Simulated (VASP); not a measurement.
Runs of VASP 6.6.1 on TaN. The structure is that of space group P-6m2 (No. 187), or close to it. The cells are those of the table. 

```csv
task,level,potentials or basis,cell,gap on the mesh (eV),pressure (GPa)
electric field gradients,PBE,"VASP PAW PBE potentials, release 64 (Ta_sv_GW, N)","a = 2.898, b = 2.898, c = 2.844 Å, angles 90.0, 90.0, 120.0°, 2 atoms",none,20.4
electric field gradients,LDA,"VASP PAW LDA potentials, release 64 (Ta_pv, N)","a = 2.898, b = 2.898, c = 2.844 Å, angles 90.0, 90.0, 120.0°, 2 atoms",none,5.3
electric field gradients,PBE,"VASP PAW PBE potentials, release 64 (Ta_pv, N)","a = 2.909, b = 2.909, c = 2.883 Å, angles 90.0, 90.0, 120.0°, 2 atoms",none,12.7
single point,PBE,"VASP PAW PBE potentials, release 64 (Ta_pv, N)","a = 2.909, b = 2.909, c = 2.883 Å, angles 90.0, 90.0, 120.0°, 2 atoms",none,12.7
electric field gradients,PBE,"VASP PAW PBE potentials, release 64 (Ta_sv_GW, N)","a = 2.938, b = 2.938, c = 2.883 Å, angles 90.0, 90.0, 120.0°, 2 atoms",none,(b)
electric field gradients,PBE,"VASP PAW PBE potentials, release 64 (Ta_sv_GW, N)","a = 2.967, b = 2.967, c = 2.912 Å, angles 90.0, 90.0, 120.0°, 2 atoms",none,-5.6
electric field gradients,revPBE,"VASP PAW PBE potentials, release 64 (Ta_pv, N)","a = 2.938, b = 2.938, c = 2.883 Å, angles 90.0, 90.0, 120.0°, 2 atoms",none,(a)
electric field gradients,PBE,"VASP PAW PBE potentials, release 64 (Ta_pv, N)","a = 2.938, b = 2.938, c = 2.883 Å, angles 90.0, 90.0, 120.0°, 2 atoms",none,5.4
electric field gradients,PBE,"VASP PAW PBE potentials, release 64 (Ta_sv_GW, N)","a = 2.879, b = 2.879, c = 2.825 Å, angles 90.0, 90.0, 120.0°, 2 atoms",none,(c)
single point,PBE,"VASP PAW PBE potentials, release 64 (Ta_pv, N)","a = 2.850, b = 2.850, c = 2.883 Å, angles 90.0, 90.0, 120.0°, 2 atoms",none,29.7
electric field gradients,PBE,"VASP PAW PBE potentials, release 64 (Ta_sv_GW, N)","a = 2.909, b = 2.909, c = 2.883 Å, angles 90.0, 90.0, 120.0°, 2 atoms",none,11.7
```

Alike in all rows: no spin polarisation; k mesh 12 × 12 × 10; cutoff (eV) 520; smearing fermi-dirac 0.02 eV.

**Question.** Fill in the values left out.

**Answer.** (a) 8.8; (b) 4.4; (c) 29.6.

Caveats: spin-orbit coupling is left out, which moves the levels of the heavy elements; the cell stands under pressure (at least some runs); the cell stands under tension (at least some runs); the PAW data sets were made with another functional, which shifts forces and pressure a little (at least some runs); the stress differs along the axes, from 18 to 36 GPa (at least some runs).

A k mesh can miss the band edges, and the runs leave out spin-orbit coupling on Ta.

A gap of «none» marks levels without a gap at the run's occupations.

The runs don't all hold the same shells in valence.
